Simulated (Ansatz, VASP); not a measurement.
NaSnCl3: VASP beside Ansatz

```
Na Sn Cl
1.0
     5.67053    0.00000    0.00000
     0.00000    5.67053    0.00000
     0.00000    0.00000    5.67053
Na Sn Cl
1 1 3
Cartesian
  0.0000 0.0000 0.0000
  2.8353 2.8353 2.8353
  2.8353 2.8353 0.0000
  2.8353 0.0000 2.8353
  0.0000 2.8353 2.8353
```

Alike in both runs: task single point; functional PBE; k mesh 4 × 4 × 4; no spin polarisation.

|  | VASP | Ansatz |
| --- | --- | --- |
| version | VASP 6.6.1 | Ansatz 0.2.0 |
| potentials or method | VASP PAW PBE potentials, release 64 (Na_pv, Sn_d, Cl) | plane waves, PAW |
| plane-wave cutoff (eV) | 520 | 420 |
| occupations | gaussian, width 0.01 eV | fixed |
| valence electrons in the cell | 42 | 44 |

```csv
,VASP,Ansatz,Ansatz less VASP
gap on the k mesh at the Fermi level (eV),1.17,1.17,-0.004
pressure (GPa),-1.1,-1.1,+0.04
```

VASP's potentials hold 42 valence electrons a cell and Ansatz's 44, so a difference there can come from the potentials and not from the codes.
